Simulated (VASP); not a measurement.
Runs of VASP 6.6.1 on HgS2. The structure is that of space group I4/mmm (No. 139), or close to it. The cells are those of the table. 

```csv
task,cell,k mesh,cutoff (eV),gap on the mesh (eV),pressure (GPa),largest force (eV/Å)
single point,"a = 5.520 Å, angles 139.3, 139.3, 58.9°, 3 atoms",16 × 16 × 16,520,none,(b),0.09
relaxation of cell and atoms,"relaxed from a = 5.312 Å, angles 138.6, 138.6, 59.9°, 3 atoms",6 × 6 × 6,600,none,-0.1,0.03
single point,"a = 5.506 Å, angles 139.1, 139.1, 59.3°, 3 atoms",6 × 6 × 6,520,none,-0.1,0.11
single point,"a = 5.312 Å, angles 138.6, 138.6, 59.9°, 3 atoms",6 × 6 × 6,520,none,(a),0.63
```

Alike in all rows: level PBE; potentials or basis VASP PAW PBE potentials, release 64 (Hg, S); no spin polarisation; smearing gaussian 0.1 eV.

Problem. Estimate the missing entries.

Solution. (a) -5.3; (b) 0.0.

Caveats: some runs use coarse meshes; spin-orbit coupling is left out, which moves the levels of the heavy elements.

A k mesh can miss the band edges, and the runs leave out spin-orbit coupling on Hg.

A gap of «none» marks levels without a gap at the run's occupations.
